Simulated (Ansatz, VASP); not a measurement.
**One calculation of Br, two programs**

The input INCAR:

```
  PREC = Accurate
  ENCUT = 520
  EDIFF = 1E-6
  ISMEAR = 0
  SIGMA = 0.1
  LREAL = F
  LASPH = T
  NELM = 80
  ALGO = Normal
  ISIF = 2
  LWAVE = F
  LCHARG = F
  GGA = PS
  NBANDS = 18
```

Contents of KPOINTS:

```
regular mesh
0
Gamma
  6 6 6
```

The input POSCAR:

```
Br
1.0
    5.9246750819      0.0000000000      0.0000000000
   -2.9623375410      5.1309191301      0.0000000000
    0.0000000000      0.0000000000      3.6320834198
Br
3
Direct
    0.0000000000      0.0000000000      0.0000000000
    0.3333333333      0.6666666667      0.5000000000
    0.6666666667      0.3333333333      0.5000000000
```

Input for Ansatz:

```yaml
crystal:
  lattice:
    - [5.9246750819, 0.0, 0.0]
    - [-2.962337541, 5.1309191301, 0.0]
    - [0.0, 0.0, 3.6320834198]
  atoms:
    - { symbol: Br, position: [0.0, 0.0, 0.0] }
    - { symbol: Br, position: [0.3333333333, 0.6666666667, 0.5] }
    - { symbol: Br, position: [0.6666666667, 0.3333333333, 0.5] }
basis:
  ecutwfc: 420
kpoints:
  mp_grid: { grid: [6, 6, 6] }
hamiltonian:
  xc: pbesol
scf:
  occupations: { method: gaussian, width: 0.1 }
  lower_state_search: "off"
output:
  forces: true
  stress: true
  eigenvalues: true
```

Alike in both runs: task single point; functional PBEsol; k mesh 6 × 6 × 6; occupations gaussian, width 0.1 eV; no spin polarisation.

```csv
,VASP,Ansatz
version,VASP 6.6.1,Ansatz 0.2.0
potentials or method,"VASP PAW PBE potentials, release 64 (Br), cutoff 520 eV","scalar-relativistic, plane waves, PAW"
valence electrons in the cell,21,21
```

```tsv
	VASP	Ansatz	Ansatz less VASP
gap on the k mesh at the Fermi level (eV)	none	none	-
pressure (GPa)	-5.2	-5.2	+0.01
traceless stress, the component that is largest in VASP (GPa)	0.17	0.17	+0.004
```

VASP's potentials were made for PBE, not for PBEsol. A gap of «none» marks a metal or a gap that the smearing closes. With one functional, cell and mesh, what is left measures potentials, basis and numerics.
